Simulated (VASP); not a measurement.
## MgO: single point with PBE

The system is MgO.

```
Mg O
1.0
     0.00000    2.37329    2.13230
     2.37329    0.00000    2.13230
     2.37329    2.37329    0.00000
Mg O
1 1
Direct
  0.00000 0.00000 0.00000
  0.25000 0.25000 0.25000
```

This cell differs from its parent crystal: epitaxial xy strain +4.0%.

* Program: VASP 6.6.1
* Task: single point
* Functional: PBE
* Potentials or basis: VASP PAW PBE potentials, release 64 (Mg, O)
* Cutoff: 520 eV
* k mesh: 6 × 6 × 6
* Occupations: gaussian, width 0.01 eV
* Spin: no spin polarisation
* Dipole correction: no
* Further INCAR settings: ALGO = Normal; EDIFF = 1e-07; NBANDS = 11

- Pressure: 1.4 GPa
- Band gap on the k mesh: 3.43 eV, direct

Stress tensor (GPa, compression positive):
```
0.63 0.00 0.00
0.00 0.63 0.00
0.00 0.00 3.05
```

Levels at points of the mesh, in eV from the valence-band top:
```
           k point  band 1  band 2  band 3  band 4  band 5  band 6  band 7  band 8  band 9
(0.00, 0.00, 0.00)  -16.00   -0.17   -0.17    0.00    3.43   16.62   16.62   16.65   18.48
(0.50, 0.00, 0.00)  -15.34   -3.14   -0.52   -0.12    8.46    9.51   13.51   15.61   19.04
(0.50, 0.50, 0.00)  -15.06   -2.27   -1.17   -1.17    6.21   10.92   14.60   15.66   15.66
(0.50, 0.00, 0.50)  -15.19   -2.79   -0.72   -0.67    6.14   11.26   13.73   15.83   17.86
```

Run time: 5.3 s on 1 thread of Intel Xeon 6975P-C, with other jobs on the host, peak memory 0.14 GiB.

Caveat: the cell differs from its parent crystal (epitaxial xy strain +4.0%).
